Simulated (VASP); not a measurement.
# CdTeSe4 (P4/mmm) in VASP: relaxation of cell and atoms with PBE

Aim: the relaxation of cell and atoms of CdTeSe4 with PBE.

Program: VASP 6.6.1. These are calculated values, not measurements. Logs are shortened: lines on timing, memory, paths and dates and some standing lists are left out, and cuts for length are marked.

## (1) The cell of the first run

It takes space group P4/mmm (No. 123, tetragonal). The conventional cell has a = 3.827 Å, b = 3.827 Å, c = 10.890 Å, α = 90.00°, β = 90.00°, γ = 90.00°. Within 4.0 Å of Cd (site symmetry 4/mmm) lie 8 Se at 3.07 Å and 4 Cd at 3.83 Å. Within 4.1 Å of Te (site symmetry 4/mmm) lie 8 Se at 3.11 Å and 4 Te at 3.83 Å. Se (site symmetry 4mm) has 2 Se at 2.47 to 2.89 Å and 4 Cd at 3.07 Å within 3.3 Å. Se (site symmetry 4mm) has 2 Se at 2.47 to 3.05 Å and 4 Te at 3.11 Å within 3.3 Å.

## (2) Relaxation of cell and atoms, PBE

INCAR

```
SYSTEM = CdTeSe4
PREC = Accurate
ENCUT = 600
EDIFF = 1E-6
ISMEAR = 0
SIGMA = 0.1
LREAL = .FALSE.
LASPH = .TRUE.
NELM = 100
ALGO = Normal
ISIF = 3
LWAVE = .FALSE.
LCHARG = .FALSE.
GGA = PE
IBRION = 2
NSW = 100
EDIFFG = -0.01
```

KPOINTS

```
regular mesh
0
G
  10 10 4
  0 0 0
```

POSCAR

```
CdTeSe4
1.0
    3.8266329810      0.0000000000      0.0000000000
    0.0000000000      3.8266329810      0.0000000000
    0.0000000000      0.0000000000     10.8903405378
Cd Te Se
1 1 4
Direct
    0.0000000000      0.0000000000      0.5000000000
    0.0000000000      0.0000000000      0.0000000000
    0.5000000000      0.5000000000      0.3671251721
    0.5000000000      0.5000000000      0.8599995544
    0.5000000000      0.5000000000      0.1400004456
    0.5000000000      0.5000000000      0.6328748279
```

Potentials or basis: VASP PAW PBE potentials, release 64 (Cd, Te, Se).

On the command line:

```console
$ cat potpaw_PBE.64/Cd/POTCAR potpaw_PBE.64/Te/POTCAR potpaw_PBE.64/Se/POTCAR > POTCAR
$ mpirun -np 1 vasp_std > vasp.out
```

OUTCAR:

```text
SYSTEM = CdTeSe4
   PREC = Accurate
   ENCUT = 600
   EDIFF = 1E-6
   ISMEAR = 0
   LREAL = .FALSE.
   LASPH = .TRUE.
   NELM = 100
   ISIF = 3
   GGA = PE
   IBRION = 2
   NSW = 100
   EDIFFG = -0.01

 ion  position               nearest neighbor table
   1  0.000  0.000  0.500-   3 3.07   6 3.07   3 3.07   6 3.07   3 3.07   6 3.07   3 3.07   6 3.07

   2  0.000  0.000  0.000-   4 3.11   5 3.11   4 3.11   5 3.11   4 3.11   5 3.11   4 3.11   5 3.11

   3  0.500  0.500  0.367-   5 2.47   1 3.07   1 3.07   1 3.07   1 3.07
   4  0.500  0.500  0.860-   6 2.47   2 3.11   2 3.11   2 3.11   2 3.11
   5  0.500  0.500  0.140-   3 2.47   2 3.11   2 3.11   2 3.11   2 3.11
   6  0.500  0.500  0.633-   4 2.47   1 3.07   1 3.07   1 3.07   1 3.07

  LATTYP: Found a simple tetragonal cell.
 ALAT       =     3.8266329810
 C/A-ratio  =     2.8459328584

  Lattice vectors:

 A1 = (   3.8266329810,   0.0000000000,   0.0000000000)
 A2 = (   0.0000000000,   3.8266329810,   0.0000000000)
 A3 = (   0.0000000000,   0.0000000000,  10.8903405378)

Analysis of symmetry for initial positions (statically):
=====================================================================
 Subroutine PRICEL returns:
 Original cell was already a primitive cell.

 Routine SETGRP: Setting up the symmetry group for a
 simple tetragonal supercell.

 Subroutine GETGRP returns: Found 16 space group operations
 (whereof 16 operations were pure point group operations)
 out of a pool of 16 trial point group operations.

The static configuration has the point symmetry D_4h.

Analysis of symmetry for dynamics (positions and initial velocities):
=====================================================================
 Subroutine PRICEL returns:
 Original cell was already a primitive cell.

 Routine SETGRP: Setting up the symmetry group for a
 simple tetragonal supercell.

 Subroutine GETGRP returns: Found 16 space group operations
 (whereof 16 operations were pure point group operations)
 out of a pool of 16 trial point group operations.

The dynamic configuration has the point symmetry D_4h.

 Subroutine INISYM returns: Found 16 space group operations
 (whereof 16 operations are pure point group operations),
 and found     1 'primitive' translations

----------------------------------------------------------------------------------------

                                     Primitive cell
[... 115 lines left out ...]
   EFERMI_NEDOS =   21; number of points for ismear=-14 and -15
   IALGO  =     38    algorithm
   IMIX   =      4    mixing-type and parameters
     AMIX     =   0.40;   BMIX     =  1.00
     AMIX_MAG =   1.60;   BMIX_MAG =  1.00
  volume/ion in A,a.u.               =      26.58       179.36
  Fermi-wavevector in a.u.,A,eV,Ry     =   1.049380  1.983041 14.982722  1.101199
  Thomas-Fermi vector in A             =   2.184341
   LORBIT       =      0    0 simple, 1 ext, 2 COOP (PROOUT), +10 PAW based schemes
   GGA     = PE    functional components
   LHFCALC =     F    Hartree Fock is set to
   AEXX    =    0.0000 exact exchange contribution
   IVDW    =     0    specifies the selected vdW correction
   LEPSILON=     F    determine dielectric tensor
   LRPA    =     F    only Hartree local field effects (RPA)
 conjugate gradient relaxation of ions
 non-spin polarized calculation
 Gauss-broadening in eV      SIGMA  =   0.10
  energy-cutoff  :      600.00
  volume of cell :      159.47
 maximum number of plane-waves:      5364
 NGX is ok and might be reduce to    32
   NGX = 15   NGY = 15   NGZ = 43

--------------------------------------- Ionic step        1  -------------------------------------------

 number of electron      41.9999994 magnetization

 Free energy of the ion-electron system (eV)
  ---------------------------------------------------
  ext. energy  EPLUGINS =         0.00000000
  ---------------------------------------------------
  free energy    TOTEN  =       -17.10900083 eV

  energy without entropy =      -17.09201002  energy(sigma->0) =      -17.10050543

------------------------ aborting loop because EDIFF is reached ----------------------------------------

  FORCE on cell =-STRESS in cart. coord.  units (eV):
  Direction    XX          YY          ZZ          XY          YZ          ZX
  --------------------------------------------------------------------------------------
  -------------------------------------------------------------------------------------
  Total        0.2873900      0.2873900      0.5007872      0.0000000     -0.0000000      0.0000000
  in kB        2.8874010      2.8874010      5.0313988      0.0000000     -0.0000000      0.0000000
  external PRESSURE =       3.6020669 kB  Pullay stress =       0.0000000 kB
[... 101 lines left out ...]
  FREE ENERGIE OF THE ION-ELECTRON SYSTEM (eV)
  ---------------------------------------------------
  free  energy   TOTEN  =       -17.1120255616 eV

  energy  without entropy=      -17.0942517191  energy(sigma->0) =      -17.10313864

[... ionic steps 4 to 9 ...]

--------------------------------------- Ionic step       10  -------------------------------------------

 number of electron      41.9999995 magnetization

------------------------ aborting loop because EDIFF is reached ----------------------------------------
[... 75 lines left out ...]
--------------------------------------- Ionic step       12  -------------------------------------------

 number of electron      41.9999995 magnetization

 Free energy of the ion-electron system (eV)
  ---------------------------------------------------
  ext. energy  EPLUGINS =         0.00000000
  ---------------------------------------------------
  free energy    TOTEN  =       -17.11443647 eV

  energy without entropy =      -17.09594714  energy(sigma->0) =      -17.10519181

 E-fermi :   3.6321     XC(G=0):  -9.3286

 val. band max:        3.6282187379   @ k =   0.5000   0.1000   0.2500
 cond. band min:       3.6333743896   @ k =   0.4000   0.4000   0.5000
 fundamental gap:      0.0051556517
 Fermi energy:         3.6320978691

 k-point     1 :       0.0000    0.0000    0.0000
  band No.  band energies     occupation
      1     -11.3980      2.00000
      2     -10.4476      2.00000
      3      -9.7941      2.00000
      4      -7.9587      2.00000
      5      -6.6632      2.00000
      6      -4.8102      2.00000
[... 661 lines left out ...]
     24       5.0369      0.00000
     25       5.3978      0.00000

 [... further k-points ...]
[... 5 lines left out ...]
  --------------------------------------------------------------------------------------
  -------------------------------------------------------------------------------------
  Total        0.0063241      0.0063241     -0.0055245      0.0000000     -0.0000000      0.0000000
  in kB        0.0630105      0.0630105     -0.0550445      0.0000000     -0.0000000      0.0000000
  external PRESSURE =       0.0236588 kB  Pullay stress =       0.0000000 kB
[... 21 lines left out ...]
  FREE ENERGIE OF THE ION-ELECTRON SYSTEM (eV)
  ---------------------------------------------------
  free  energy   TOTEN  =       -17.1144364730 eV

  energy  without entropy=      -17.0959471421  energy(sigma->0) =      -17.10519181

 reached required accuracy - stopping structural energy minimisation
```

OSZICAR:

```text
N       E                     dE             d eps       ncg     rms          rms(c)
DAV:   1     0.269856806160E+03    0.26986E+03   -0.19627E+04  3150   0.161E+03
DAV:   2     0.251820661478E+01   -0.26734E+03   -0.26419E+03  3853   0.296E+02
DAV:   3    -0.173584353692E+02   -0.19877E+02   -0.19524E+02  3861   0.785E+01
[... 90 lines left out ...]
       N       E                     dE             d eps       ncg     rms          rms(c)
DAV:   1    -0.171144314787E+02   -0.17018E-04   -0.24999E-03  3150   0.244E-01    0.238E-02
DAV:   2    -0.171144379394E+02   -0.64607E-05   -0.12128E-04  3719   0.601E-02    0.788E-03
DAV:   3    -0.171144368923E+02    0.10470E-05   -0.42147E-06  3307   0.121E-02    0.483E-03
DAV:   4    -0.171144364730E+02    0.41938E-06   -0.11244E-06  1596   0.503E-03
  12 F= -.17114436E+02 E0= -.17105192E+02  d E =-.225099E-04
```

CONTCAR:

```text
CdTeSe4
   1.00000000000000
     3.8310418875470202    0.0000000000000000    0.0000000000000000
    -0.0000000000000000    3.8310418875470202    0.0000000000000000
    -0.0000000000000000   -0.0000000000000000   10.9561907344002734
  Cd              Te              Se
     1     1     4
Direct
     1.0000000000000000    0.0000000000000000    0.5000000000000000
     0.0000000000000000    0.0000000000000000    0.0000000000000000
     0.5000000000000000    0.5000000000000000    0.3658670183435479
     0.5000000000000000    0.5000000000000000    0.8577454285606527
     0.5000000000000000    0.5000000000000000    0.1422545714393474
     0.5000000000000000    0.5000000000000000    0.6341329816564522

  0.00000000E+00  0.00000000E+00  0.00000000E+00
  0.00000000E+00  0.00000000E+00  0.00000000E+00
  0.00000000E+00  0.00000000E+00  0.00000000E+00
  0.00000000E+00  0.00000000E+00  0.00000000E+00
  0.00000000E+00  0.00000000E+00  0.00000000E+00
  0.00000000E+00  0.00000000E+00  0.00000000E+00
```

It took 26 min on 1 thread of Intel Xeon 6975P-C, shared host; peak memory 0.56 GiB.

Results:

```yaml
Free_energy: -17.1144 eV
Relaxed_volume: 26.80 Å³/atom
Relaxed_cell: a = 3.831 Å, b = 3.831 Å, c = 10.956 Å, α = 90.00°, β = 90.00°, γ = 90.00°
Space_group_after_relaxing_to_0.05_Å: P4/mmm (No. 123)
Energy_gained_by_relaxing: 0.9 meV/atom
Ionic_steps: 12
Pressure_after_relaxing: 0.0 GPa
Largest_force_after_relaxing: 0.007 eV/Å
Band_gap_on_the_k_mesh: zero (band 21 reaches 3.94 eV, above the bottom of band 22 at 2.75 eV)
```

Forces on the atoms (eV/Å):
```
Cd   0.000  0.000  0.000
Te   0.000  0.000  0.000
Se   0.000  0.000  0.007
Se   0.000  0.000  0.000
Se   0.000  0.000  0.000
Se   0.000  0.000 -0.007
```

Step by step:
```csv
step,energy change (eV),largest force (eV/Å),pressure (GPa),volume (Å³)
1,0.0000,0.1032,0.36,159.47
2,-0.0030,0.0965,-0.10,160.85
3,-0.0030,0.0948,-0.16,161.05
4,-0.0047,0.0528,-0.06,160.96
5,-0.0051,0.0210,0.01,160.90
6,-0.0051,0.0172,0.02,160.89
7,-0.0053,0.0139,-0.02,160.95
8,-0.0053,0.0135,-0.06,161.01
9,-0.0054,0.0139,0.02,160.72
10,-0.0054,0.0136,0.02,160.75
11,-0.0054,0.0136,0.02,160.78
12,-0.0054,0.0065,0.00,160.80
```

Final structure:
```
Cd Te Se
1.0
     3.83104    0.00000    0.00000
     0.00000    3.83104    0.00000
     0.00000    0.00000   10.95619
Cd Te Se
1 1 4
Direct
  0.00000 0.00000 0.50000
  0.00000 0.00000 0.00000
  0.50000 0.50000 0.36587
  0.50000 0.50000 0.85775
  0.50000 0.50000 0.14225
  0.50000 0.50000 0.63413
```

Caveat: spin-orbit coupling is left out, which moves the levels of the heavy elements.
